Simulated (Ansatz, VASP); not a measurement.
**One calculation of AgI, two programs**

File INCAR:

```
SYSTEM = AgI
PREC = Accurate ; ENCUT = 500
EDIFF = 1E-6 ; ISMEAR = 0
SIGMA = 0.02 ; LREAL = .False.
LASPH = .True. ; NELM = 120
ALGO = Normal ; ISIF = 2
LWAVE = .False. ; LCHARG = .False.
GGA = PE ; NBANDS = 26
GGA_COMPAT = .False.
```

File KPOINTS:

```
Automatic mesh
0
Gamma
  6 6 4
  0 0 0
```

File POSCAR:

```
AgI
1.0
    4.8971697287      0.0000000000      0.0000000000
   -2.4485848643      4.2410733917      0.0000000000
    0.0000000000      0.0000000000      8.0058833722
Ag I
2 2
Direct
    0.3333333333      0.6666666667      0.0024494355
    0.6666666667      0.3333333333      0.5024494355
    0.3333333333      0.6666666667      0.3774505645
    0.6666666667      0.3333333333      0.8774505645
```

Input for Ansatz:

```yaml
crystal:
  lattice:
    - [4.8971697287, 0.0, 0.0]
    - [-2.4485848643, 4.2410733917, 0.0]
    - [0.0, 0.0, 8.0058833722]
  atoms:
    - { symbol: Ag, position: [0.3333333333, 0.6666666667, 0.0024494355] }
    - { symbol: Ag, position: [0.6666666667, 0.3333333333, 0.5024494355] }
    - { symbol: I, position: [0.3333333333, 0.6666666667, 0.3774505645] }
    - { symbol: I, position: [0.6666666667, 0.3333333333, 0.8774505645] }
basis:
  ecutwfc: 420
kpoints:
  mp_grid: { grid: [6, 6, 4] }
  band_path: { path: [VBM, CBM], npoints: 2 }
hamiltonian:
  xc: pbe
scf:
  occupations: { method: gaussian, width: 0.02 }
output:
  forces: true
  stress: true
  eigenvalues: true
checkpoint:
  read: start.run
  write: ck
  compress: false
  write_wavefunctions: false
  write_every: 100000
```

Alike in both runs: task single point; functional PBE; k mesh 6 × 6 × 4; occupations gaussian, width 0.02 eV; no spin polarisation.

|  | VASP | Ansatz |
| --- | --- | --- |
| version | VASP 6.6.1 | Ansatz 0.2.0 |
| potentials or method | VASP PAW PBE potentials, release 64 (Ag, I), cutoff 500 eV | scalar-relativistic, plane waves, PAW |
| valence electrons in the cell | 36 | 72 |

```tsv
	VASP	Ansatz	Ansatz less VASP
gap on the k mesh at the Fermi level (eV)	1.38	1.38	-0.001
least direct gap on the mesh (eV)	1.38	1.38	-0.001
pressure (GPa)	-2.4	-2.4	+0.03
```

VASP's potentials hold 36 valence electrons a cell and Ansatz's 72, so a difference there can come from the potentials and not from the codes.

Neither program's run includes spin-orbit coupling.
